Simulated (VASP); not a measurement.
Set up this calculation in VASP 6.6.1, as the native input.

```
Task                   : single point
Functional             : r2SCAN
Potentials or basis    : VASP PAW PBE potentials, release 64 (Ba_sv, Ti_sv, O)
Cutoff                 : 520 eV
k mesh                 : 7 × 7 × 7
Occupations            : fermi-dirac, width 0.05 eV
Spin                   : no spin polarisation
Dipole correction      : no
Further INCAR settings : ALGO = Normal; EDIFF = 1e-07; NBANDS = 28
```

BaTiO3:

```
Ba Ti O
1.0
     3.97099   -0.00304   -0.00329
    -0.00304    3.97208    0.00343
    -0.00329    0.00343    3.97475
Ba Ti O
1 1 3
Cartesian
  1.9646 2.0043 2.0065
  3.9098 0.0593 4.0328
  2.0254 -0.0199 -0.0207
  0.0165 1.9454 -0.0172
  0.0131 3.9558 1.9484
```

One way to write it, as run:

POSCAR

```
BaTiO3
1.0
    3.9709856817     -0.0030362787     -0.0032944491
   -0.0030362787      3.9720829899      0.0034292136
   -0.0032944491      0.0034292136      3.9747457742
Ba Ti O
1 1 3
Direct
    0.4955373367      0.5045518147      0.5047772266
    0.9854367842      0.0148125386      1.0153981464
    0.5100332518     -0.0046254120     -0.0047733454
    0.0045187322      0.4897855527     -0.0047502797
    0.0044738951      0.9954755061      0.4893482620
```

INCAR.step1

```
SYSTEM = BaTiO3
PREC = Accurate ; ENCUT = 520
ISMEAR = -1 ; SIGMA = 0.05
LREAL = .FALSE. ; LASPH = .TRUE.
NELM = 80 ; NBANDS = 28
GGA = PE ; ALGO = Normal
EDIFF = 1E-4 ; LWAVE = .TRUE.
LCHARG = .FALSE.
```

INCAR.step2

```
SYSTEM = BaTiO3
PREC = Accurate ; ENCUT = 520
EDIFF = 1E-7 ; ISMEAR = -1
SIGMA = 0.05 ; LREAL = .FALSE.
LASPH = .TRUE. ; NELM = 80
ALGO = Normal ; ISIF = 2
LWAVE = .FALSE. ; LCHARG = .FALSE.
METAGGA = R2SCAN ; LMIXTAU = .TRUE.
NBANDS = 28 ; ISTART = 1
```

KPOINTS

```
regular mesh
0
G
  7 7 7
  0 0 0
```

Potentials or basis: VASP PAW PBE potentials, release 64 (Ba_sv, Ti_sv, O).

Launch:

```bash
$ cat potpaw_PBE.64/Ba_sv/POTCAR potpaw_PBE.64/Ti_sv/POTCAR potpaw_PBE.64/O/POTCAR > POTCAR
$ cp INCAR.step1 INCAR
$ mpirun -np 1 vasp_std > vasp.out
$ cp INCAR.step2 INCAR
$ mpirun -np 1 vasp_std > vasp.out
```

Results of the run:

```
Pressure               : 7.2 GPa
Largest force          : 0.143 eV/Å
Band gap on the k mesh : 2.66 eV, indirect (least direct gap 2.90 eV)
```

Caveat: the PAW data sets were made with another functional, which shifts forces and pressure a little; spin-orbit coupling is left out, which moves the levels of the heavy elements.

It took 7 min on 1 thread of Intel(R) Xeon(R) 6975P-C (Granite Rapids) (shared host), peak memory 0.4 GiB.
